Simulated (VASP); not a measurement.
# RuSe (F-43m) in VASP: a series of runs

The runs below take RuSe through single point, with PBE.

Program: VASP 6.6.1. These are calculated values, not measurements. Logs are shortened: lines on timing, memory, paths and dates and some standing lists are left out, and cuts for length are marked.

## (1) The cell of the first run

Symmetry: F-43m, No. 216, cubic system. Conventional cell: a = 5.813 Å, b = 5.813 Å, c = 5.813 Å, α = 90.00°, β = 90.00°, γ = 90.00°. Within 3.3 Å of Ru (site symmetry -43m) lie 4 Se at 2.52 Å. Se (site symmetry -43m) has 4 Ru at 2.52 Å within 3.3 Å.

## (2) Single point, PBE, collinear spin, zero start

INCAR

```
PREC     = Accurate       # precision mode
ENCUT    = 520            # plane-wave cutoff, eV
EDIFF    = 1E-7           # SCF threshold, eV
ISMEAR   = 0              # smearing method
SIGMA    = 0.05           # smearing width, eV
LREAL    = F              # projectors in reciprocal space
LASPH    = T              # aspherical terms in the spheres
NELM     = 150            # most SCF steps
ALGO     = Normal         # electronic algorithm
ISIF     = 2              # what is computed and relaxed
LWAVE    = F              # write WAVECAR
LCHARG   = T              # write CHGCAR
ISPIN    = 2              # spin polarisation
MAGMOM   = 0 0            # initial moments
LORBIT   = 11             # projections on sites
LMAXMIX  = 4              # l up to which the mixer works
GGA      = PE             # functional
LELF     = T              # ELF
LVHAR    = T            
NBANDS   = 21             # bands
```

KPOINTS

```
Automatic mesh
0
Gamma
  6 6 6
```

POSCAR

```
RuSe
1.0
    0.0000000000      2.9063344000      2.9063344000
    2.9063344000      0.0000000000      2.9063344000
    2.9063344000      2.9063344000      0.0000000000
Ru Se
1 1
Direct
    0.0000000000      0.0000000000      0.0000000000
    0.2500000000      0.2500000000      0.2500000000
```

Potentials or basis: VASP PAW PBE potentials, release 64 (Ru_pv, Se).

Started as:

```bash
$ cat potpaw_PBE.64/Ru_pv/POTCAR potpaw_PBE.64/Se/POTCAR > POTCAR
$ mpirun -np 1 vasp_std > vasp.out
```

OUTCAR:

```text
PREC = Accurate
   ENCUT = 520
   EDIFF = 1E-7
   ISMEAR = 0
   LREAL = F
   LASPH = T
   NELM = 150
   ISIF = 2
   ISPIN = 2
   LORBIT = 11
   GGA = PE

 ion  position               nearest neighbor table
   1  0.000  0.000  0.000-   2 2.52   2 2.52   2 2.52   2 2.52
   2  0.250  0.250  0.250-   1 2.52   1 2.52   1 2.52   1 2.52

  LATTYP: Found a face centered cubic cell.
 ALAT       =     5.8126688000

  Lattice vectors:

 A1 = (   0.0000000000,   2.9063344000,   2.9063344000)
 A2 = (   2.9063344000,   0.0000000000,   2.9063344000)
 A3 = (   2.9063344000,   2.9063344000,   0.0000000000)

Analysis of symmetry for initial positions (statically):
=====================================================================
 Subroutine PRICEL returns:
 Original cell was already a primitive cell.

 Routine SETGRP: Setting up the symmetry group for a
 face centered cubic supercell.

 Subroutine GETGRP returns: Found 24 space group operations
 (whereof 24 operations were pure point group operations)
 out of a pool of 48 trial point group operations.

The static configuration has the point symmetry T_d .

Analysis of symmetry for dynamics (positions and initial velocities):
=====================================================================
 Subroutine PRICEL returns:
 Original cell was already a primitive cell.

 Routine SETGRP: Setting up the symmetry group for a
 face centered cubic supercell.

 Subroutine GETGRP returns: Found 24 space group operations
 (whereof 24 operations were pure point group operations)
 out of a pool of 48 trial point group operations.

The dynamic configuration has the point symmetry T_d .

Analysis of structural, dynamic, and magnetic symmetry:
=====================================================================
 Subroutine PRICEL returns:
 Original cell was already a primitive cell.

 Routine SETGRP: Setting up the symmetry group for a
 face centered cubic supercell.

 Subroutine GETGRP returns: Found 24 space group operations
 (whereof 24 operations were pure point group operations)
 out of a pool of 48 trial point group operations.

The overall configuration has the point symmetry T_d .

 Subroutine INISYM returns: Found 24 space group operations
 (whereof 24 operations are pure point group operations),
 and found     1 'primitive' translations

[... 102 lines left out ...]
   IALGO  =     38    algorithm
   IMIX   =      4    mixing-type and parameters
     AMIX     =   0.40;   BMIX     =  1.00
     AMIX_MAG =   1.60;   BMIX_MAG =  1.00
  volume/ion in A,a.u.               =      24.55       165.67
  Fermi-wavevector in a.u.,A,eV,Ry     =   1.213564  2.293303 20.037802  1.472737
  Thomas-Fermi vector in A             =   2.349012
   LORBIT       =     11    0 simple, 1 ext, 2 COOP (PROOUT), +10 PAW based schemes
   GGA     = PE    functional components
   LHFCALC =     F    Hartree Fock is set to
   AEXX    =    0.0000 exact exchange contribution
   IVDW    =     0    specifies the selected vdW correction
   LEPSILON=     F    determine dielectric tensor
   LRPA    =     F    only Hartree local field effects (RPA)
 spin polarized calculation
 Gauss-broadening in eV      SIGMA  =   0.05
  energy-cutoff  :      520.00
  volume of cell :       49.10
 maximum number of plane-waves:      1363
 NGX is ok and might be reduce to    32
   NGX = 15   NGY = 15   NGZ = 15

 number of electron      20.0000004 magnetization       0.0000000

 number of electron      20.0000004 magnetization      -0.0000003

 Free energy of the ion-electron system (eV)
  ---------------------------------------------------
  ext. energy  EPLUGINS =         0.00000000
  ---------------------------------------------------
  free energy    TOTEN  =       -12.08235363 eV

  energy without entropy =      -12.08062952  energy(sigma->0) =      -12.08149157

 E-fermi :   4.6320     XC(G=0):  -9.7611

 val. band max:        4.5356758648   @ k =  -0.3333   0.3333   0.1667
 cond. band min:       4.6721766727   @ k =   0.5000   0.3333   0.1667
 fundamental gap:      0.1365008079
 Fermi energy:         4.6320407987

 spin component 1

 k-point     1 :       0.0000    0.0000    0.0000
  band No.  band energies     occupation
      1     -37.7253      1.00000
      2     -37.7253      1.00000
      3     -37.7253      1.00000
      4      -9.5929      1.00000
      5       0.1283      1.00000
      6       0.1283      1.00000
[... 373 lines left out ...]
     20      18.1192      0.00000
     21      18.8769      0.00000
 Fermi energy:         4.6320407987

 spin component 2

 k-point     1 :       0.0000    0.0000    0.0000
  band No.  band energies     occupation
      1     -37.7253      1.00000
      2     -37.7253      1.00000
      3     -37.7253      1.00000
      4      -9.5929      1.00000
      5       0.1283      1.00000
      6       0.1283      1.00000
[... 373 lines left out ...]
     20      18.1192      0.00000
     21      18.8769      0.00000

------------------------ aborting loop because EDIFF is reached ----------------------------------------

  FORCE on cell =-STRESS in cart. coord.  units (eV):
  Direction    XX          YY          ZZ          XY          YZ          ZX
  --------------------------------------------------------------------------------------
  -------------------------------------------------------------------------------------
  Total       -3.8859239     -3.8859239     -3.8859239      0.0000000      0.0000000      0.0000000
  in kB     -126.8055122   -126.8055122   -126.8055122      0.0000000      0.0000000      0.0000000
  external PRESSURE =    -126.8055122 kB  Pullay stress =       0.0000000 kB

 VOLUME and BASIS-vectors are now :
 -----------------------------------------------------------------------------
  energy-cutoff  :      520.00
  volume of cell :       49.10
      direct lattice vectors                 reciprocal lattice vectors
     0.000000000  2.906334400  2.906334400    -0.172038015  0.172038015  0.172038015
     2.906334400  0.000000000  2.906334400     0.172038015 -0.172038015  0.172038015
     2.906334400  2.906334400  0.000000000     0.172038015  0.172038015 -0.172038015

 POSITION                                       TOTAL-FORCE (eV/Angst)
 -----------------------------------------------------------------------------------
      0.00000      0.00000      0.00000        -0.000000      0.000000     -0.000000
      1.45317      1.45317      1.45317         0.000000     -0.000000      0.000000
 -----------------------------------------------------------------------------------
    total drift:                               -0.000000     -0.000000      0.000000

  FREE ENERGIE OF THE ION-ELECTRON SYSTEM (eV)
  ---------------------------------------------------
  free  energy   TOTEN  =       -12.0823536305 eV

  energy  without entropy=      -12.0806295176  energy(sigma->0) =      -12.08149157

 total charge

# of ion       s       p       d       tot
------------------------------------------
    1        0.265   6.122   6.085  12.471
    2        1.444   2.235   0.095   3.773
--------------------------------------------------
tot          1.709   8.356   6.179  16.245

 magnetization (x)

# of ion       s       p       d       tot
------------------------------------------
    1       -0.000  -0.000  -0.000  -0.000
    2       -0.000   0.000   0.000   0.000
--------------------------------------------------
tot         -0.000   0.000  -0.000  -0.000
```

OSZICAR:

```text
N       E                     dE             d eps       ncg     rms          rms(c)
DAV:   1     0.152478743669E+03    0.15248E+03   -0.10450E+04  1392   0.862E+02
DAV:   2    -0.763798705486E+01   -0.16012E+03   -0.15407E+03  1509   0.254E+02
DAV:   3    -0.122486683802E+02   -0.46107E+01   -0.45640E+01  1656   0.434E+01
DAV:   4    -0.122756860047E+02   -0.27018E-01   -0.27011E-01  1503   0.362E+00
DAV:   5    -0.122758447817E+02   -0.15878E-03   -0.15878E-03  1611   0.287E-01    0.769E+00
DAV:   6    -0.121490244137E+02    0.12682E+00   -0.84389E-01  1484   0.749E+00    0.358E+00
DAV:   7    -0.120910208559E+02    0.58004E-01   -0.15707E-01  1447   0.343E+00    0.265E+00
DAV:   8    -0.120821721650E+02    0.88487E-02   -0.27279E-02  1569   0.126E+00    0.213E-01
DAV:   9    -0.120822217084E+02   -0.49543E-04   -0.77954E-04  1534   0.187E-01    0.114E-01
DAV:  10    -0.120823288072E+02   -0.10710E-03   -0.15496E-04  1519   0.699E-02    0.311E-02
DAV:  11    -0.120823517350E+02   -0.22928E-04   -0.18609E-05  1489   0.224E-02    0.648E-03
DAV:  12    -0.120823530962E+02   -0.13611E-05   -0.16104E-06  1554   0.772E-03    0.301E-03
DAV:  13    -0.120823534682E+02   -0.37206E-06   -0.20500E-07  1484   0.214E-03    0.158E-03
DAV:  14    -0.120823536330E+02   -0.16476E-06   -0.12676E-07  1421   0.149E-03    0.312E-04
DAV:  15    -0.120823536305E+02    0.25047E-08   -0.21364E-09   817   0.257E-04
   1 F= -.12082354E+02 E0= -.12081492E+02  d E =-.172411E-02  mag=     0.0000
```

stdout:

```text
POSCAR found type information on POSCAR RuSe
 POSCAR found :  2 types and       2 ions
 scaLAPACK will be used
 LDA part: xc-table for (Slater+PW92), standard interpolation
 POSCAR, INCAR and KPOINTS ok, starting setup
 FFT: planning ... GRIDC
 FFT: planning ... GRID_SOFT
 FFT: planning ... GRID
 WAVECAR not read
 entering main loop
```

It took 35 s on 1 thread of Intel Xeon Platinum 8375C at 2.90GHz (Ice Lake), shared host; peak memory 0.21 GiB.

Results:

- Free energy: -12.0824 eV
- Pressure: -12.7 GPa
- Band gap on the k mesh: zero (filled and empty bands overlap)
- Net moment: 0.00 μB per cell
- Valence electrons inside the program's atomic spheres: Ru 12.47; Se 3.77

## (3) Single point, PBE, collinear spin, ferromagnetic start

INCAR

```
PREC = Accurate ; ENCUT = 520
EDIFF = 1E-7 ; ISMEAR = 0
SIGMA = 0.05 ; LREAL = F
LASPH = T ; NELM = 150
ALGO = Normal ; ISIF = 2
LWAVE = F ; LCHARG = T
ISPIN = 2 ; MAGMOM = -0.91 0
LORBIT = 11 ; LMAXMIX = 4
GGA = PE ; LELF = T
LVHAR = T ; NBANDS = 21
```

KPOINTS is that of step 2.

POSCAR is that of step 2.

Potentials or basis: VASP PAW PBE potentials, release 64 (Ru_pv, Se).

Started as:

```bash
$ cat potpaw_PBE.64/Ru_pv/POTCAR potpaw_PBE.64/Se/POTCAR > POTCAR
$ mpirun -np 1 vasp_std > vasp.out
```

Run time: 36 s. Hardware: 1 thread of Intel Xeon Platinum 8375C at 2.90GHz (Ice Lake), shared host; peak memory 0.21 GiB.

Results (log left out):

```yaml
Free_energy: -12.0824 eV
Pressure: -12.7 GPa
Band_gap_on_the_k_mesh: zero (filled and empty bands overlap)
Net_moment: 0.00 μB per cell
Valence_electrons_inside_the_program's_atomic_spheres: Ru 12.47; Se 3.77
```

Levels at points of the mesh, in eV from the Fermi level:
Spin up:
| k point | band 8 | band 9 | band 10 | band 11 | band 12 | band 13 |
| --- | --- | --- | --- | --- | --- | --- |
| (0.00, 0.00, 0.00) | -1.36 | -1.36 | 1.42 | 2.61 | 2.61 | 2.61 |
| (0.50, 0.00, 0.00) | -1.19 | -1.19 | -1.01 | 1.18 | 1.18 | 3.71 |
| (0.50, 0.50, 0.00) | -1.64 | -0.94 | -0.81 | -0.32 | -0.32 | 4.57 |
Spin down:
| k point | band 6 | band 7 | band 8 | band 9 | band 10 | band 11 | band 12 | band 13 | band 14 | band 15 |
| --- | --- | --- | --- | --- | --- | --- | --- | --- | --- | --- |
| (0.00, 0.00, 0.00) | -4.50 | -4.50 | -1.36 | -1.36 | 1.42 | 2.61 | 2.61 | 2.61 | 7.07 | 7.07 |
| (0.50, 0.00, 0.00) | -4.20 | -4.20 | -1.19 | -1.19 | -1.01 | 1.18 | 1.18 | 3.71 | 7.80 | 7.92 |
| (0.50, 0.50, 0.00) | -3.68 | -3.68 | -1.64 | -0.94 | -0.81 | -0.32 | -0.32 | 4.57 | 6.10 | 9.80 |

## (4) Single point, PBE

INCAR

```
PREC = Accurate ; ENCUT = 500
EDIFF = 1E-6 ; ISMEAR = -1
SIGMA = 0.05 ; LREAL = F
LASPH = T ; NELM = 120
ALGO = Normal ; ISIF = 2
LWAVE = F ; LCHARG = F
GGA = PE ; NBANDS = 17
GGA_COMPAT = F
```

KPOINTS

```
regular mesh
0
Gamma
  8 8 8
```

POSCAR is that of step 3.

Potentials or basis: VASP PAW PBE potentials, release 64 (Ru_pv, Se).

Started as:

```bash
$ cat potpaw_PBE.64/Ru_pv/POTCAR potpaw_PBE.64/Se/POTCAR > POTCAR
$ mpirun -np 1 vasp_std > vasp.out
```

OUTCAR:

```text
PREC = Accurate
   ENCUT = 500
   EDIFF = 1E-6
   ISMEAR = -1
   LREAL = F
   LASPH = T
   NELM = 120
   ISIF = 2
   GGA = PE

 ion  position               nearest neighbor table
   1  0.000  0.000  0.000-   2 2.52   2 2.52   2 2.52   2 2.52
   2  0.250  0.250  0.250-   1 2.52   1 2.52   1 2.52   1 2.52

  LATTYP: Found a face centered cubic cell.
 ALAT       =     5.8126688000

  Lattice vectors:

[... 663 lines left out ...]
     17      15.8577      0.00000

 [... further k-points ...]

------------------------ aborting loop because EDIFF is reached ----------------------------------------

  FORCE on cell =-STRESS in cart. coord.  units (eV):
  Direction    XX          YY          ZZ          XY          YZ          ZX
  --------------------------------------------------------------------------------------
  -------------------------------------------------------------------------------------
  Total       -3.8725156     -3.8725156     -3.8725156      0.0000000      0.0000000     -0.0000000
  in kB     -126.3679713   -126.3679713   -126.3679713      0.0000000      0.0000000     -0.0000000
  external PRESSURE =    -126.3679713 kB  Pullay stress =       0.0000000 kB

 VOLUME and BASIS-vectors are now :
 -----------------------------------------------------------------------------
  energy-cutoff  :      500.00
  volume of cell :       49.10
      direct lattice vectors                 reciprocal lattice vectors
     0.000000000  2.906334400  2.906334400    -0.172038015  0.172038015  0.172038015
     2.906334400  0.000000000  2.906334400     0.172038015 -0.172038015  0.172038015
     2.906334400  2.906334400  0.000000000     0.172038015  0.172038015 -0.172038015

 POSITION                                       TOTAL-FORCE (eV/Angst)
 -----------------------------------------------------------------------------------
      0.00000      0.00000      0.00000        -0.000000     -0.000000     -0.000000
      1.45317      1.45317      1.45317         0.000000      0.000000      0.000000
 -----------------------------------------------------------------------------------
    total drift:                                0.000000      0.000000      0.000001

  FREE ENERGIE OF THE ION-ELECTRON SYSTEM (eV)
  ---------------------------------------------------
  free  energy   TOTEN  =       -12.0861072313 eV

  energy  without entropy=      -12.0667450355  energy(sigma->0) =      -12.07642613
```

Wall time 37 s (1 thread of Intel Xeon 8259CL, shared host); peak memory 0.18 GiB.

Results:

```yaml
Free_energy: -12.0861 eV
Pressure: -12.6 GPa
Band_gap_on_the_k_mesh: zero (band 10 reaches 6.13 eV, above the bottom of band 11 at 4.22 eV)
```

## (5) The runs side by side

| spin | k mesh | cutoff (eV) | smearing | gap on the mesh (eV) | pressure (GPa) | moment (μB) |
| --- | --- | --- | --- | --- | --- | --- |
| collinear, zero start | 6 × 6 × 6 | 520 | gaussian 0.05 eV | none | -12.7 | 0.00 |
| collinear, ferromagnetic start | 6 × 6 × 6 | 520 | gaussian 0.05 eV | none | -12.7 | 0.00 |
| off | 8 × 8 × 8 | 500 | fermi-dirac 0.05 eV | none | -12.6 | - |

Alike in all rows: task single point; level PBE; potentials or basis VASP PAW PBE potentials, release 64 (Ru_pv, Se); cell as given.

Every run on the cell as given and a fine mesh finds a metal.

Absolute energies hang on the potentials; compare differences alone.
